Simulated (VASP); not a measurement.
# ZrAgAu (I4mm) in VASP: single point with PBEsol

Aim: the single point of ZrAgAu with PBEsol.

Everything below comes from runs of VASP 6.6.1. Logs are shortened: lines on timing, memory, paths and dates and some standing lists are left out, and cuts for length are marked.

## 1. The cell of the first run

Symmetry: I4mm, No. 107, tetragonal system. Conventional cell: a = 3.532 Å, b = 3.532 Å, c = 8.779 Å, α = 90.00°, β = 90.00°, γ = 90.00°. Within 3.8 Å of Zr (site symmetry 4mm) lie 5 Ag at 2.87 to 2.93 Å and 5 Au at 2.90 to 2.92 Å and 4 Zr at 3.53 Å. Within 3.8 Å of Ag (site symmetry 4mm) lie 5 Au at 2.86 to 2.99 Å and 5 Zr at 2.87 to 2.93 Å and 4 Ag at 3.53 Å. Within 3.8 Å of Au (site symmetry 4mm) lie 5 Ag at 2.86 to 2.99 Å and 5 Zr at 2.90 to 2.92 Å and 4 Au at 3.53 Å.

## 2. Single point, PBEsol

File INCAR:

```
ALGO     = Fast           # electronic algorithm
EDIFF    = 1E-7           # SCF threshold, eV
ENCUT    = 520            # plane-wave cutoff, eV
GGA      = PS             # functional
ISIF     = 2              # what is computed and relaxed
ISMEAR   = 0              # smearing method
LASPH    = T              # aspherical terms in the spheres
LCHARG   = F              # write CHGCAR
LREAL    = F              # projectors in reciprocal space
LWAVE    = F              # write WAVECAR
NBANDS   = 24             # bands
NELM     = 60             # most SCF steps
PREC     = Accurate       # precision mode
SIGMA    = 0.1            # smearing width, eV
```

File KPOINTS:

```
k-points
0
Gamma
  8 8 8
```

File POSCAR:

```
ZrAgAu
1.0
   -1.7659206136      1.7659206136      4.3895609496
    1.7659206136     -1.7659206136      4.3895609496
    1.7659206136      1.7659206136     -4.3895609496
Zr Ag Au
1 1 1
Direct
    0.0021935925      0.0021935925      0.0000000000
    0.3287024872      0.3287024872      0.0000000000
    0.6691039203      0.6691039203      0.0000000000
```

Potentials or basis: VASP PAW PBE potentials, release 64 (Zr_sv, Ag, Au).

The run is started by

```bash
> cat potpaw_PBE.64/Zr_sv/POTCAR potpaw_PBE.64/Ag/POTCAR potpaw_PBE.64/Au/POTCAR > POTCAR
> mpirun -np 1 vasp_std > vasp.out
```

OUTCAR:

```text
EDIFF = 1E-7
   ENCUT = 520
   GGA = PS
   ISIF = 2
   ISMEAR = 0
   LASPH = T
   LREAL = F
   NELM = 60
   PREC = Accurate

 ion  position               nearest neighbor table
   1  0.002  0.002  0.000-   2 2.87   3 2.90   3 2.90   3 2.90   3 2.90   3 2.92   2 2.93   2 2.93
                             2 2.93   2 2.93
   2  0.329  0.329  0.000-   3 2.86   3 2.86   3 2.86   3 2.86   1 2.87   1 2.93   1 2.93   1 2.93
                             1 2.93   3 2.99
   3  0.669  0.669  0.000-   2 2.86   2 2.86   2 2.86   2 2.86   1 2.90   1 2.90   1 2.90   1 2.90
                             1 2.92   2 2.99

  LATTYP: Found a body centered tetragonal cell.
 ALAT       =     3.5318412272
 C/A-ratio  =     2.4857068408

  Lattice vectors:

 A1 = (  -1.7659206136,   1.7659206136,   4.3895609496)
 A2 = (   1.7659206136,  -1.7659206136,   4.3895609496)
 A3 = (   1.7659206136,   1.7659206136,  -4.3895609496)

Analysis of symmetry for initial positions (statically):
=====================================================================
 Subroutine PRICEL returns:
 Original cell was already a primitive cell.

 Routine SETGRP: Setting up the symmetry group for a
 body centered tetragonal supercell.

 Subroutine GETGRP returns: Found  8 space group operations
 (whereof  8 operations were pure point group operations)
 out of a pool of 16 trial point group operations.

The static configuration has the point symmetry C_4v.

Analysis of symmetry for dynamics (positions and initial velocities):
=====================================================================
 Subroutine PRICEL returns:
 Original cell was already a primitive cell.

 Routine SETGRP: Setting up the symmetry group for a
 body centered tetragonal supercell.

 Subroutine GETGRP returns: Found  8 space group operations
 (whereof  8 operations were pure point group operations)
 out of a pool of 16 trial point group operations.

The dynamic configuration has the point symmetry C_4v.

 Subroutine INISYM returns: Found  8 space group operations
 (whereof  8 operations are pure point group operations),
 and found     1 'primitive' translations

----------------------------------------------------------------------------------------

                                     Primitive cell

  volume of cell :      54.7550

  direct lattice vectors                    reciprocal lattice vectors
    -1.765920614  1.765920614  4.389560950     0.000000000  0.283138436  0.113906608
     1.765920614 -1.765920614  4.389560950     0.283138436  0.000000000  0.113906608
     1.765920614  1.765920614 -4.389560950     0.283138436  0.283138436  0.000000000

  length of vectors
     5.050266979  5.050266979  5.050266979     0.305191889  0.305191889  0.400418216

  position of ions in fractional coordinates (direct lattice)
     0.002193592  0.002193592  0.000000000
     0.328702487  0.328702487  0.000000000
     0.669103920  0.669103920  0.000000000

  ion indices of the primitive-cell ions
   primitive index   ion index
                 1           1
                 2           2
                 3           3

----------------------------------------------------------------------------------------

 KPOINTS: k-points

Automatic generation of k-mesh.
 Grid dimensions read from file:
 generate k-points for:    8    8    8

 Generating k-lattice:

  Cartesian coordinates                     Fractional coordinates (reciprocal lattice)
     0.000000000  0.035392304  0.014238326     0.125000000  0.000000000  0.000000000
     0.035392304  0.000000000  0.014238326     0.000000000  0.125000000  0.000000000
     0.035392304  0.035392304  0.000000000     0.000000000  0.000000000  0.125000000

  Length of vectors
     0.038148986  0.038148986  0.050052277

  Shift w.r.t. Gamma in fractional coordinates (k-lattice)
     0.000000000  0.000000000  0.000000000

 Subroutine IBZKPT returns following result:
 ===========================================

 Found     59 irreducible k-points:

 Following reciprocal coordinates:
            Coordinates               Weight
  0.000000  0.000000  0.000000      1.000000
  0.125000  0.000000  0.000000      8.000000
  0.250000  0.000000  0.000000      8.000000
  0.375000  0.000000  0.000000      8.000000
  0.500000  0.000000  0.000000      4.000000
  0.125000  0.125000  0.000000      8.000000
[... 16 lines left out ...]
  0.250000  0.125000  0.125000     16.000000
  0.375000  0.125000  0.125000      8.000000
 [... further k-points ...]
   k-points           NKPTS =     59   k-points in BZ     NKDIM =     59   number of bands    NBANDS=     24
   number of dos      NEDOS =    301   number of ions     NIONS =      3
   total plane-waves  NPLWV =  64000
   dimension x,y,z NGX =    40 NGY =   40 NGZ =   40
   dimension x,y,z NGXF=    80 NGYF=   80 NGZF=   80
   ions per type =               1   1   1
   NGX,Y,Z   is equivalent  to a cutoff of  13.17, 13.17, 13.17 a.u.
   NGXF,Y,Z  is equivalent  to a cutoff of  26.33, 26.33, 26.33 a.u.
 SYSTEM =  unknown system
   PREC   = accura    normal or accurate (medium, high low for compatibility)
   ISTART =      0    job   : 0-new  1-cont  2-samecut
   ICHARG =      2    charge: 1-file 2-atom 10-const
   ISPIN  =      1    spin polarized calculation?
   LNONCOLLINEAR =      F non collinear calculations
   LSORBIT =      F    spin-orbit coupling
   LASPH  =      T    aspherical Exc in radial PAW
   ENCUT  =  520.0 eV  38.22 Ry    6.18 a.u.   9.39  9.39  9.39*2*pi/ulx,y,z
   NELM   =     60;   NELMIN=  2; NELMDL= -5     # of ELM steps
   EDIFF  = 0.1E-06   stopping-criterion for ELM
   LREAL  =      F    real-space projection
   EDIFFG = 0.1E-05   stopping-criterion for IOM
   NSW    =      0    number of steps for IOM
   IBRION =     -1    ionic relax: 0-MD 1-quasi-New 2-CG
   NFREE  =      0    steps in history (QN), initial steepest desc. (CG)
   ISIF   =      2    stress and relaxation
   ISYM   =      2    0-nonsym 1-usesym 2-fastsym
   POTIM  = 0.5000    time-step for ionic-motion
   TEBEG  =    0.0;   TEEND  =   0.0 temperature during run
   PSTRESS=    0.0 pullay stress
   NELECT =      34.0000    total number of electrons
   NUPDOWN=      -1.0000    fix difference up-down
   EMIN   =  10.00;   EMAX   =-10.00  energy-range for DOS
   EFERMI =   0.00;   METHOD = LEGACY
   ISMEAR =     0;   SIGMA  =   0.10  broadening in eV -4-tet -1-fermi 0-gaus
   EFERMI_NEDOS =   21; number of points for ismear=-14 and -15
   IALGO  =     68    algorithm
   IMIX   =      4    mixing-type and parameters
     AMIX     =   0.40;   BMIX     =  1.00
     AMIX_MAG =   1.60;   BMIX_MAG =  1.00
  volume/ion in A,a.u.               =      18.25       123.17
  Fermi-wavevector in a.u.,A,eV,Ry     =   1.396668  2.639321 26.540651  1.950683
  Thomas-Fermi vector in A             =   2.520000
   LORBIT       =      0    0 simple, 1 ext, 2 COOP (PROOUT), +10 PAW based schemes
   GGA     = PS    functional components
   LHFCALC =     F    Hartree Fock is set to
   AEXX    =    0.0000 exact exchange contribution
   IVDW    =     0    specifies the selected vdW correction
   LEPSILON=     F    determine dielectric tensor
   LRPA    =     F    only Hartree local field effects (RPA)
 non-spin polarized calculation
 RMM-DIIS sequential band-by-band and
 Gauss-broadening in eV      SIGMA  =   0.10
  energy-cutoff  :      520.00
  volume of cell :       54.75
 maximum number of plane-waves:      1505
 NGX is ok and might be reduce to    40
   NGX = 19   NGY = 19   NGZ = 19

 number of electron      34.0000001 magnetization

 Free energy of the ion-electron system (eV)
  ---------------------------------------------------
  ext. energy  EPLUGINS =         0.00000000
  ---------------------------------------------------
  free energy    TOTEN  =       -17.47894840 eV

  energy without entropy =      -17.47083707  energy(sigma->0) =      -17.47489274

 E-fermi :  10.0222     XC(G=0): -12.3367

 val. band max:       10.0158132960   @ k =   0.1250   0.0000   0.0000
 cond. band min:      10.0470171333   @ k =   0.5000   0.5000   0.2500
 fundamental gap:      0.0312038372
 Fermi energy:        10.0222217514

 k-point     1 :       0.0000    0.0000    0.0000
  band No.  band energies     occupation
      1     -39.4634      2.00000
      2     -17.6114      2.00000
      3     -17.3947      2.00000
      4     -17.3947      2.00000
      5       1.3152      2.00000
      6       3.5502      2.00000
[... 16 lines left out ...]
     23      19.6148      0.00000
     24      19.6149      0.00000

 k-point     2 :       0.1250    0.0000    0.0000
  band No.  band energies     occupation
      1     -39.4612      2.00000
      2     -17.6084      2.00000
      3     -17.4272      2.00000
      4     -17.3921      2.00000
      5       1.5943      2.00000
      6       3.5724      2.00000
[... 16 lines left out ...]
     23      17.3186      0.00000
     24      18.8238      0.00000

 k-point     3 :       0.2500    0.0000    0.0000
  band No.  band energies     occupation
      1     -39.4559      2.00000
      2     -17.6011      2.00000
      3     -17.5048      2.00000
      4     -17.3859      2.00000
      5       2.3428      2.00000
      6       3.5117      2.00000
[... 16 lines left out ...]
     23      16.8334      0.00000
     24      18.3141      0.00000

 k-point     4 :       0.3750    0.0000    0.0000
  band No.  band energies     occupation
      1     -39.4506      2.00000
      2     -17.5954      2.00000
      3     -17.5792      2.00000
      4     -17.3797      2.00000
      5       2.9896      2.00000
      6       3.4083      2.00000
[... 16 lines left out ...]
     23      17.2326      0.00000
     24      19.0509      0.00000

 k-point     5 :       0.5000    0.0000    0.0000
  band No.  band energies     occupation
      1     -39.4484      2.00000
      2     -17.6140      2.00000
      3     -17.5887      2.00000
      4     -17.3771      2.00000
      5       2.9421      2.00000
      6       3.5197      2.00000
[... 16 lines left out ...]
     23      17.3406      0.00000
     24      19.7059      0.00000

 k-point     6 :       0.1250    0.1250    0.0000
  band No.  band energies     occupation
      1     -39.4590      2.00000
      2     -17.6065      2.00000
      3     -17.4258      2.00000
      4     -17.4227      2.00000
      5       1.9245      2.00000
      6       3.6131      2.00000
[... 16 lines left out ...]
     23      17.1619      0.00000
     24      17.5731      0.00000
[... 379 lines left out ...]
 k-point    21 :       0.5000    0.5000    0.0000
  band No.  band energies     occupation
      1     -39.4348      2.00000
      2     -17.5850      2.00000
      3     -17.5824      2.00000
      4     -17.5751      2.00000
      5       2.9684      2.00000
      6       3.8556      2.00000
[... 16 lines left out ...]
     23      15.9100      0.00000
     24      16.9990      0.00000

 k-point    22 :       0.1250    0.1250    0.1250
  band No.  band energies     occupation
      1     -39.4488      2.00000
      2     -17.5911      2.00000
      3     -17.4959      2.00000
      4     -17.4905      2.00000
      5       2.8568      2.00000
      6       3.5147      2.00000
[... 16 lines left out ...]
     23      16.4425      0.00000
     24      17.4234      0.00000

 k-point    23 :       0.2500    0.1250    0.1250
  band No.  band energies     occupation
      1     -39.4437      2.00000
      2     -17.5859      2.00000
      3     -17.5669      2.00000
      4     -17.4848      2.00000
      5       3.2853      2.00000
      6       3.4762      2.00000
[... 16 lines left out ...]
     23      15.7450      0.00000
     24      17.5529      0.00000

 k-point    24 :       0.3750    0.1250    0.1250
  band No.  band energies     occupation
      1     -39.4416      2.00000
      2     -17.5992      2.00000
      3     -17.5816      2.00000
      4     -17.4814      2.00000
      5       3.4446      2.00000
      6       3.5938      2.00000
[... 16 lines left out ...]
     23      15.5245      0.00000
     24      17.6563      0.00000

 [... further k-points ...]
[... 5 lines left out ...]
  --------------------------------------------------------------------------------------
  -------------------------------------------------------------------------------------
  Total       -0.0603631     -0.0603631     -0.0513369      0.0000000      0.0000000      0.0000000
  in kB       -1.7662775     -1.7662775     -1.5021610      0.0000000      0.0000000      0.0000000
  external PRESSURE =      -1.6782387 kB  Pullay stress =       0.0000000 kB

 VOLUME and BASIS-vectors are now :
 -----------------------------------------------------------------------------
  energy-cutoff  :      520.00
  volume of cell :       54.75
      direct lattice vectors                 reciprocal lattice vectors
    -1.765920614  1.765920614  4.389560950     0.000000000  0.283138436  0.113906608
     1.765920614 -1.765920614  4.389560950     0.283138436  0.000000000  0.113906608
     1.765920614  1.765920614 -4.389560950     0.283138436  0.283138436  0.000000000

 POSITION                                       TOTAL-FORCE (eV/Angst)
 -----------------------------------------------------------------------------------
      0.00000      0.00000      0.01926         0.000000      0.000000      0.011126
      0.00000      0.00000      2.88572        -0.000000     -0.000000     -0.006179
      0.00000      0.00000      5.87414        -0.000000     -0.000000     -0.004947
 -----------------------------------------------------------------------------------
    total drift:                               -0.000000     -0.000000      0.000068

  FREE ENERGIE OF THE ION-ELECTRON SYSTEM (eV)
  ---------------------------------------------------
  free  energy   TOTEN  =       -17.4789484016 eV

  energy  without entropy=      -17.4708370735  energy(sigma->0) =      -17.47489274
```

Run time: 1.8 min. Hardware: 1 thread of Intel Xeon 6975P-C (Granite Rapids), shared host; peak memory 0.3 GiB.

Results:

| Item | Value |
| --- | --- |
| Free energy | -17.4789 eV |
| Pressure | -0.2 GPa |
| Largest force | 0.011 eV/Å |
| Band gap on the k mesh | zero (band 17 reaches 10.05 eV, above the bottom of band 18 at 10.02 eV) |

Forces in eV/Å, atoms in the order of the input:
```
Zr   0.000  0.000  0.011
Ag   0.000  0.000 -0.006
Au   0.000  0.000 -0.005
```

Levels at points of the mesh, in eV from the Fermi level:
```
           k point  band 13  band 14  band 15  band 16  band 17  band 18  band 19  band 20  band 21  band 22
(0.00, 0.00, 0.00)    -4.90    -4.90    -4.01    -2.03    -0.14     0.44     0.44     2.09     2.66     6.75
(0.50, 0.00, 0.00)    -4.65    -3.98    -3.70    -2.80    -0.28     0.21     0.77     1.37     2.52     3.68
(0.50, 0.50, 0.00)    -4.44    -4.03    -3.29    -2.37    -1.01     0.62     1.03     1.91     3.48     4.12
(0.50, 0.50, 0.50)    -4.71    -4.66    -4.31    -3.72    -0.19     2.00     2.00     2.04     2.73     4.54
```

Caveat: the PAW data sets were made with another functional, which shifts forces and pressure a little; spin-orbit coupling is left out, which moves the levels of the heavy elements.
